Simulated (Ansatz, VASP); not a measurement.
# PbC: VASP beside Ansatz

```
C Pb
1.0
     3.20526    0.00000    0.00000
     0.00000    3.20526    0.00000
     0.00000    0.00000    3.20526
C Pb
1 1
Cartesian
  0.0000 0.0000 0.0000
  1.6026 1.6026 1.6026
```

Alike in both runs: task single point; functional PBEsol; k mesh 6 × 6 × 6; occupations gaussian, width 0.05 eV; no spin polarisation.

```csv
,VASP,Ansatz
version,VASP 6.6.1,Ansatz 0.2.0
potentials or method,"VASP PAW PBE potentials, release 64 (C, Pb_d), cutoff 600 eV","scalar-relativistic, plane waves, PAW"
valence electrons in the cell,18,18
```

```csv
,VASP,Ansatz,Ansatz less VASP
gap on the k mesh at the Fermi level (eV),none,none,-
pressure (GPa),0.6,0.5,-0.03
```

VASP's potentials were made for PBE, not for PBEsol. A gap of «none» marks a metal or a gap that the smearing closes. The functional is the same, so the differences come from potentials, cutoffs and numerics.

Neither program's run includes spin-orbit coupling.
